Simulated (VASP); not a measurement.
# PbF2 (Ni2In type) (P6_3/mmc) in VASP: notebook

PbF2 (Ni2In type) is run at these levels: LDA; tasks: single point, relaxation of cell and atoms.

Program: VASP 6.6.1. These are calculated values, not measurements. Logs are shortened: lines on timing, memory, paths and dates and some standing lists are left out, and cuts for length are marked.

## (1) The cell of the first run

The structure is hexagonal, space group P6_3/mmc (No. 194). Conventional cell: a = 4.083 Å, b = 4.083 Å, c = 5.319 Å, α = 90.00°, β = 90.00°, γ = 120.00°. Within 3.1 Å of Pb (site symmetry -6m2) lie 11 F at 2.36 to 2.71 Å. Within 3.5 Å of F (site symmetry -3m) lie 8 F at 2.66 to 2.71 Å and 6 Pb at 2.71 Å. Within 3.1 Å of F (site symmetry -6m2) lie 5 Pb at 2.36 to 2.66 Å and 6 F at 2.71 Å.

## (2) Single point, LDA

INCAR

```
SYSTEM = PbF2
  ALGO = Normal
  EDIFF = 1E-6
  ENCUT = 520
  ISIF = 2
  ISMEAR = 0
  LASPH = .TRUE.
  LCHARG = .TRUE.
  LELF = .TRUE.
  LREAL = .FALSE.
  LVHAR = .TRUE.
  LWAVE = .FALSE.
  NBANDS = 37
  NELM = 60
  PREC = Accurate
  SIGMA = 0.01
```

KPOINTS

```
k-points
0
G
  9 9 6
  0 0 0
```

POSCAR

```
PbF2
1.0
    4.0831881456      0.0000000000      0.0000000000
   -2.0415940728      3.5361446625      0.0000000000
    0.0000000000      0.0000000000      5.3188881661
Pb F
2 4
Direct
    0.3333333333      0.6666666667      0.2500000000
    0.6666666667      0.3333333333      0.7500000000
    0.0000000000      0.0000000000      0.0000000000
    0.0000000000      0.0000000000      0.5000000000
    0.3333333333      0.6666666667      0.7500000000
    0.6666666667      0.3333333333      0.2500000000
```

Potentials or basis: VASP PAW LDA potentials, release 64 (Pb_d, F).

Started as:

```bash
$ cat potpaw_LDA.64/Pb_d/POTCAR potpaw_LDA.64/F/POTCAR > POTCAR
$ mpirun -np 1 vasp_std > vasp.out
```

OUTCAR:

```text
SYSTEM = PbF2
   EDIFF = 1E-6
   ENCUT = 520
   ISIF = 2
   ISMEAR = 0
   LASPH = .TRUE.
   LREAL = .FALSE.
   NELM = 60
   PREC = Accurate

 ion  position               nearest neighbor table
   1  0.333  0.667  0.250-   6 2.36   6 2.36   6 2.36   5 2.66   5 2.66   3 2.71   4 2.71   4 2.71
                             3 2.71   4 2.71   3 2.71   2 3.55   2 3.55   2 3.55   2 3.55   2 3.55
   2  0.667  0.333  0.750-   5 2.36   5 2.36   5 2.36   6 2.66   6 2.66   3 2.71   4 2.71   3 2.71
                             4 2.71   3 2.71   4 2.71   1 3.55   1 3.55   1 3.55   1 3.55   1 3.55
   3  0.000  0.000  0.000-   1 2.71   2 2.71   1 2.71   2 2.71   2 2.71   1 2.71
   4  0.000  0.000  0.500-   1 2.71   2 2.71   1 2.71   2 2.71   2 2.71   1 2.71
   5  0.333  0.667  0.750-   2 2.36   2 2.36   2 2.36   1 2.66   1 2.66
   6  0.667  0.333  0.250-   1 2.36   1 2.36   1 2.36   2 2.66   2 2.66

  LATTYP: Found a hexagonal cell.
 ALAT       =     4.0831881456
 C/A-ratio  =     1.3026311736

  Lattice vectors:

 A1 = (   4.0831881456,   0.0000000000,   0.0000000000)
 A2 = (  -2.0415940728,   3.5361446625,   0.0000000000)
 A3 = (   0.0000000000,   0.0000000000,   5.3188881661)

Analysis of symmetry for initial positions (statically):
=====================================================================
 Subroutine PRICEL returns:
 Original cell was already a primitive cell.

 Routine SETGRP: Setting up the symmetry group for a
 hexagonal supercell.

 Subroutine GETGRP returns: Found 24 space group operations
 (whereof 12 operations were pure point group operations)
 out of a pool of 24 trial point group operations.

The static configuration has the point symmetry D_3d.
 The point group associated with its full space group is D_6h.

Analysis of symmetry for dynamics (positions and initial velocities):
=====================================================================
 Subroutine PRICEL returns:
 Original cell was already a primitive cell.

 Routine SETGRP: Setting up the symmetry group for a
 hexagonal supercell.

 Subroutine GETGRP returns: Found 24 space group operations
 (whereof 12 operations were pure point group operations)
 out of a pool of 24 trial point group operations.

The dynamic configuration has the point symmetry D_3d.
 The point group associated with its full space group is D_6h.

 Subroutine INISYM returns: Found 24 space group operations
 (whereof 12 operations are pure point group operations),
 and found     1 'primitive' translations

----------------------------------------------------------------------------------------

                                     Primitive cell

  volume of cell :      76.7981

  direct lattice vectors                    reciprocal lattice vectors
     4.083188146  0.000000000  0.000000000     0.244906667  0.141396930  0.000000000
    -2.041594073  3.536144662  0.000000000     0.000000000  0.282793860  0.000000000
     0.000000000  0.000000000  5.318888166     0.000000000  0.000000000  0.188009217

  length of vectors
     4.083188146  4.083188146  5.318888166     0.282793860  0.282793860  0.188009217

  position of ions in fractional coordinates (direct lattice)
     0.333333333  0.666666667  0.250000000
     0.666666667  0.333333333  0.750000000
     0.000000000  0.000000000  0.000000000
     0.000000000  0.000000000  0.500000000
     0.333333333  0.666666667  0.750000000
     0.666666667  0.333333333  0.250000000

  ion indices of the primitive-cell ions
   primitive index   ion index
                 1           1
                 2           2
                 3           3
                 4           4
                 5           5
                 6           6

----------------------------------------------------------------------------------------

 KPOINTS: k-points

Automatic generation of k-mesh.
 Grid dimensions read from file:
 generate k-points for:    9    9    6

 Generating k-lattice:

  Cartesian coordinates                     Fractional coordinates (reciprocal lattice)
     0.027211852  0.015710770  0.000000000     0.111111111  0.000000000  0.000000000
     0.000000000  0.031421540  0.000000000     0.000000000  0.111111111  0.000000000
     0.000000000  0.000000000  0.031334870     0.000000000  0.000000000  0.166666667

  Length of vectors
     0.031421540  0.031421540  0.031334870

  Shift w.r.t. Gamma in fractional coordinates (k-lattice)
     0.000000000  0.000000000  0.000000000

 Subroutine IBZKPT returns following result:
 ===========================================

 Found     48 irreducible k-points:

 Following reciprocal coordinates:
            Coordinates               Weight
  0.000000  0.000000  0.000000      1.000000
  0.111111  0.000000  0.000000      6.000000
  0.222222 -0.000000  0.000000      6.000000
  0.333333  0.000000  0.000000      6.000000
  0.444444 -0.000000  0.000000      6.000000
  0.111111  0.111111  0.000000      6.000000
[... 16 lines left out ...]
  0.333333  0.222222  0.166667     24.000000
  0.333333  0.333333  0.166667      4.000000
 [... further k-points ...]
   k-points           NKPTS =     48   k-points in BZ     NKDIM =     48   number of bands    NBANDS=     37
   number of dos      NEDOS =    301   number of ions     NIONS =      6
   total plane-waves  NPLWV =  36000
   dimension x,y,z NGX =    30 NGY =   30 NGZ =   40
   dimension x,y,z NGXF=    60 NGYF=   60 NGZF=   80
   ions per type =               2   4
   NGX,Y,Z   is equivalent  to a cutoff of  12.21, 12.21, 12.50 a.u.
   NGXF,Y,Z  is equivalent  to a cutoff of  24.43, 24.43, 25.00 a.u.
 SYSTEM =  PbF2
   PREC   = accura    normal or accurate (medium, high low for compatibility)
   ISTART =      0    job   : 0-new  1-cont  2-samecut
   ICHARG =      2    charge: 1-file 2-atom 10-const
   ISPIN  =      1    spin polarized calculation?
   LNONCOLLINEAR =      F non collinear calculations
   LSORBIT =      F    spin-orbit coupling
   LASPH  =      T    aspherical Exc in radial PAW
   ENCUT  =  520.0 eV  38.22 Ry    6.18 a.u.   7.59  7.59  9.89*2*pi/ulx,y,z
   NELM   =     60;   NELMIN=  2; NELMDL= -5     # of ELM steps
   EDIFF  = 0.1E-05   stopping-criterion for ELM
   LREAL  =      F    real-space projection
   EDIFFG = 0.1E-04   stopping-criterion for IOM
   NSW    =      0    number of steps for IOM
   IBRION =     -1    ionic relax: 0-MD 1-quasi-New 2-CG
   NFREE  =      0    steps in history (QN), initial steepest desc. (CG)
   ISIF   =      2    stress and relaxation
   ISYM   =      2    0-nonsym 1-usesym 2-fastsym
   POTIM  = 0.5000    time-step for ionic-motion
   TEBEG  =    0.0;   TEEND  =   0.0 temperature during run
   PSTRESS=    0.0 pullay stress
   NELECT =      56.0000    total number of electrons
   NUPDOWN=      -1.0000    fix difference up-down
   EMIN   =  10.00;   EMAX   =-10.00  energy-range for DOS
   EFERMI =   0.00;   METHOD = LEGACY
   ISMEAR =     0;   SIGMA  =   0.01  broadening in eV -4-tet -1-fermi 0-gaus
   EFERMI_NEDOS =   21; number of points for ismear=-14 and -15
   IALGO  =     38    algorithm
   IMIX   =      4    mixing-type and parameters
     AMIX     =   0.40;   BMIX     =  1.00
     AMIX_MAG =   1.60;   BMIX_MAG =  1.00
  volume/ion in A,a.u.               =      12.80        86.38
  Fermi-wavevector in a.u.,A,eV,Ry     =   1.473513  2.784537 29.541536  2.171242
  Thomas-Fermi vector in A             =   2.588397
   LORBIT       =      0    0 simple, 1 ext, 2 COOP (PROOUT), +10 PAW based schemes
   GGA     = CA    functional components
   LHFCALC =     F    Hartree Fock is set to
   AEXX    =    0.0000 exact exchange contribution
   IVDW    =     0    specifies the selected vdW correction
   LEPSILON=     F    determine dielectric tensor
   LRPA    =     F    only Hartree local field effects (RPA)
 non-spin polarized calculation
 Gauss-broadening in eV      SIGMA  =   0.01
  energy-cutoff  :      520.00
  volume of cell :       76.80
 maximum number of plane-waves:      2101
   NGX = 15   NGY = 15   NGZ = 19

 number of electron      56.0000032 magnetization

 Free energy of the ion-electron system (eV)
  ---------------------------------------------------
  ext. energy  EPLUGINS =         0.00000000
  ---------------------------------------------------
  free energy    TOTEN  =       -31.11252757 eV

  energy without entropy =      -31.11252757  energy(sigma->0) =      -31.11252757

 E-fermi :   4.9300     XC(G=0): -11.9483

 val. band max:        4.8771406843   @ k =   0.4444  -0.0000   0.1667
 cond. band min:       8.9152804490   @ k =   0.3333   0.0000   0.5000
 fundamental gap:      4.0381397647
 Fermi energy:         4.9299589644

 k-point     1 :       0.0000    0.0000    0.0000
  band No.  band energies     occupation
      1     -17.3739      2.00000
      2     -17.0494      2.00000
      3     -15.4010      2.00000
      4     -15.2205      2.00000
      5      -9.8515      2.00000
      6      -9.8515      2.00000
[... 29 lines left out ...]
     36      17.5840      0.00000
     37      19.2918      0.00000

 k-point     2 :       0.1111    0.0000    0.0000
  band No.  band energies     occupation
      1     -17.3437      2.00000
      2     -17.0453      2.00000
      3     -15.4290      2.00000
      4     -15.2213      2.00000
      5      -9.8613      2.00000
      6      -9.8561      2.00000
[... 29 lines left out ...]
     36      18.4632      0.00000
     37      19.4537      0.00000

 k-point     3 :       0.2222   -0.0000    0.0000
  band No.  band energies     occupation
      1     -17.2650      2.00000
      2     -17.0369      2.00000
      3     -15.4979      2.00000
      4     -15.2239      2.00000
      5      -9.8835      2.00000
      6      -9.8549      2.00000
[... 29 lines left out ...]
     36      19.1665      0.00000
     37      19.9023      0.00000

 k-point     4 :       0.3333    0.0000    0.0000
  band No.  band energies     occupation
      1     -17.1691      2.00000
      2     -17.0318      2.00000
      3     -15.5729      2.00000
      4     -15.2268      2.00000
      5      -9.9057      2.00000
      6      -9.8298      2.00000
[... 29 lines left out ...]
     36      18.5754      0.00000
     37      20.0947      0.00000
[... 683 lines left out ...]
      1     -17.1165      2.00000
      2     -17.0307      2.00000
      3     -15.5757      2.00000
      4     -15.2555      2.00000
      5      -9.8788      2.00000
      6      -9.8554      2.00000
[... 29 lines left out ...]
     36      19.3039      0.00000
     37      20.1369      0.00000

 k-point    23 :       0.3333    0.2222    0.1667
  band No.  band energies     occupation
      1     -17.0651      2.00000
      2     -17.0336      2.00000
      3     -15.6034      2.00000
      4     -15.2580      2.00000
      5      -9.8739      2.00000
      6      -9.8344      2.00000
[... 29 lines left out ...]
     36      19.1628      0.00000
     37      20.6802      0.00000

 k-point    24 :       0.3333    0.3333    0.1667
  band No.  band energies     occupation
      1     -17.0419      2.00000
      2     -17.0419      2.00000
      3     -15.6097      2.00000
      4     -15.2589      2.00000
      5      -9.8460      2.00000
      6      -9.8460      2.00000
[... 29 lines left out ...]
     36      19.5149      0.00000
     37      20.8930      0.00000

 [... further k-points ...]
[... 5 lines left out ...]
  --------------------------------------------------------------------------------------
  -------------------------------------------------------------------------------------
  Total        4.4315704      4.4315704      4.3093573      0.0000000      0.0000000     -0.0000000
  in kB       92.4523506     92.4523506     89.9027159      0.0000000      0.0000000     -0.0000000
  external PRESSURE =      91.6024724 kB  Pullay stress =       0.0000000 kB

 VOLUME and BASIS-vectors are now :
 -----------------------------------------------------------------------------
  energy-cutoff  :      520.00
  volume of cell :       76.80
      direct lattice vectors                 reciprocal lattice vectors
     4.083188146  0.000000000  0.000000000     0.244906667  0.141396930  0.000000000
    -2.041594073  3.536144662  0.000000000     0.000000000  0.282793860  0.000000000
     0.000000000  0.000000000  5.318888166     0.000000000  0.000000000  0.188009217

 POSITION                                       TOTAL-FORCE (eV/Angst)
 -----------------------------------------------------------------------------------
     -0.00000      2.35743      1.32972         0.000000     -0.000000     -0.000000
      2.04159      1.17871      3.98917        -0.000000     -0.000000     -0.000000
      0.00000      0.00000      0.00000         0.000000     -0.000000      0.000000
      0.00000      0.00000      2.65944         0.000000     -0.000000      0.000000
     -0.00000      2.35743      3.98917         0.000000     -0.000000      0.000000
      2.04159      1.17871      1.32972        -0.000000      0.000000      0.000000
 -----------------------------------------------------------------------------------
    total drift:                               -0.000000      0.000000      0.000000

  FREE ENERGIE OF THE ION-ELECTRON SYSTEM (eV)
  ---------------------------------------------------
  free  energy   TOTEN  =       -31.1125275679 eV

  energy  without entropy=      -31.1125275679  energy(sigma->0) =      -31.11252757
```

Run time: 2.1 min. Hardware: 1 thread of Oxide Virtual Turin-like, shared host; peak memory 0.19 GiB.

What came out:

```
Free energy            : -31.1125 eV
Pressure               : 9.2 GPa
Band gap on the k mesh : 4.04 eV (least direct gap 4.27 eV)
```

Levels at points of the mesh, in eV from the valence-band top:
```tsv
k point	band 26	band 27	band 28	band 29	band 30	band 31
(0.00, 0.00, 0.00)	-2.19	-0.97	-0.95	4.59	6.15	6.15
(0.00, 0.00, 0.50)	-2.48	-0.83	-0.83	5.43	5.43	7.12
```

Caveat: the cell stands under pressure; spin-orbit coupling is left out, which moves the levels of the heavy elements. A k mesh can miss the band edges.

## (3) Relaxation of cell and atoms, LDA, target pressure 9 GPa, at which the enthalpy is minimised

This run uses another cell than the first one, of 13.88 Å³/atom.

INCAR

```
ALGO = Normal
EDIFF = 1E-6
EDIFFG = -0.003
ENCUT = 600
IBRION = 2
ISIF = 3
ISMEAR = 0
LASPH = True
LCHARG = False
LREAL = False
LWAVE = False
NELM = 80
NSW = 80
PREC = Accurate
PSTRESS = 90.0
SIGMA = 0.01
```

KPOINTS

```
k-points
0
Gamma
  9 9 6
```

POSCAR, as its differences from that of step 2:

```diff
@@ -2,5 +2,5 @@
 1.0
-    4.0831881456      0.0000000000      0.0000000000
-   -2.0415940728      3.5361446625      0.0000000000
-    0.0000000000      0.0000000000      5.3188881661
+    4.3000000000      0.0000000000      0.0000000000
+   -2.1500000000      3.7239092363      0.0000000000
+    0.0000000000      0.0000000000      5.2000000000
 Pb F
```

Potentials or basis: VASP PAW LDA potentials, release 64 (Pb_d, F).

Started as:

```bash
$ cat potpaw_LDA.64/Pb_d/POTCAR potpaw_LDA.64/F/POTCAR > POTCAR
$ mpirun -np 1 vasp_std > vasp.out
```

Wall time 22 min (1 thread of Oxide Virtual Turin-like, shared host); peak memory 0.25 GiB.

Results (log left out):

```yaml
Free_energy: -31.1392 eV
Relaxed_volume: 12.80 Å³/atom
Relaxed_cell: a = 4.085 Å, b = 4.085 Å, c = 5.312 Å, α = 90.00°, β = 90.00°, γ = 120.00°
Space_group_after_relaxing_to_0.1_Å: P6_3/mmc (No. 194)
Energy_change_on_relaxing_the_run_minimises_the_enthalpy: -3.2 meV/atom
Ionic_steps: 15
Pressure_after_relaxing: 9.0 GPa
Band_gap_on_the_k_mesh: 4.04 eV (least direct gap 4.27 eV)
```

Step by step:
```
step  energy change (eV)  largest force (eV/Å)  pressure (GPa)  volume (Å³)
   1              0.0000                0.0000           -2.06        83.27
   2              0.3717                0.0000           18.53        72.20
   3              0.0823                0.0000           10.13        75.67
   4              0.0267                0.0000            9.66        76.13
   5             -0.0112                0.0000            9.40        76.64
   6             -0.0078                0.0000            9.41        76.58
   7             -0.0067                0.0000            9.42        76.56
   8             -0.0296                0.0000            8.61        76.97
   9             -0.0185                0.0000            9.00        76.77
  10             -0.0183                0.0000            9.00        76.76
  11             -0.0172                0.0000            9.05        76.74
  12             -0.0181                0.0000            9.03        76.76
  13             -0.0186                0.0000            9.02        76.77
  14             -0.0199                0.0000            8.99        76.79
  15             -0.0193                0.0000            9.01        76.78
```

Final structure:
```xyz
6
Lattice="4.0852 0.0000 0.0000 -2.0426 3.5379 0.0000 0.0000 0.0000 5.3122" Properties=species:S:1:pos:R:3 pbc="T T T"
Pb    0.0000    2.3586    1.3280
Pb    2.0426    1.1793    3.9841
F     0.0000    0.0000    0.0000
F     0.0000    0.0000    2.6561
F     0.0000    2.3586    3.9841
F     2.0426    1.1793    1.3280
```

Levels at points of the mesh, in eV from the valence-band top:
| k point | band 25 | band 26 | band 27 | band 28 | band 29 | band 30 | band 31 | band 32 |
| --- | --- | --- | --- | --- | --- | --- | --- | --- |
| (0.00, 0.00, 0.00) | -2.18 | -2.18 | -0.95 | -0.95 | 4.61 | 6.15 | 6.15 | 8.83 |
| (0.00, 0.00, 0.50) | -2.47 | -2.47 | -0.82 | -0.82 | 5.44 | 5.44 | 7.12 | 7.12 |

Caveat: the cell is relaxed towards a set pressure, so the run minimises the enthalpy, not the energy; spin-orbit coupling is left out, which moves the levels of the heavy elements. A k mesh can miss the band edges.
